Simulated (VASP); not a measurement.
Crystal: Al2Cu.

```
CELL_PARAMETERS angstrom
4.10518 0.00000 0.00000
0.00000 4.10518 0.00000
0.00000 0.00000 2.89131
ATOMIC_POSITIONS crystal
Al 0.50000 0.00000 0.50000
Al 0.00000 0.50000 0.50000
Cu 0.00000 0.00000 0.00000
```

* Program: VASP 6.6.1
* Task: relaxation of cell and atoms
* Functional: LDA
* Potentials or basis: VASP PAW LDA potentials, release 64 (Al, Cu)
* Cutoff: 600 eV
* k mesh: 10 × 10 × 14
* Occupations: gaussian, width 0.1 eV
* Spin: no spin polarisation

At the start: pressure -4.8 GPa; volume 16.24 Å³/atom.

How do energy, volume and symmetry change on relaxing?

Over 8 steps the energy falls by 13.4 meV/atom and the volume is 15.42 Å³/atom (-5.1 %); space group P4/mmm (No. 123, to 0.1 Å) before and after.

Step by step:
| step | energy change (eV) | largest force (eV/Å) | pressure (GPa) | volume (Å³) |
| --- | --- | --- | --- | --- |
| 1 | 0.0000 | 0.0000 | -4.81 | 48.73 |
| 2 | -0.0347 | 0.0000 | 2.05 | 45.37 |
| 3 | -0.0400 | 0.0000 | -0.01 | 46.22 |
| 4 | -0.0400 | 0.0000 | 0.15 | 46.17 |
| 5 | -0.0402 | 0.0000 | -0.04 | 46.26 |
| 6 | -0.0402 | 0.0000 | -0.25 | 46.36 |
| 7 | -0.0402 | 0.0000 | -0.15 | 46.31 |
| 8 | -0.0403 | 0.0000 | -0.02 | 46.25 |

Final structure:
```
Al Cu
1.0
     4.04640    0.00000    0.00000
     0.00000    4.04640    0.00000
     0.00000    0.00000    2.82453
Al Cu
2 1
Direct
  0.50000 0.00000 0.50000
  0.00000 0.50000 0.50000
  0.00000 0.00000 0.00000
```

Caveat: the highest band is partly filled, so the run has too few bands.
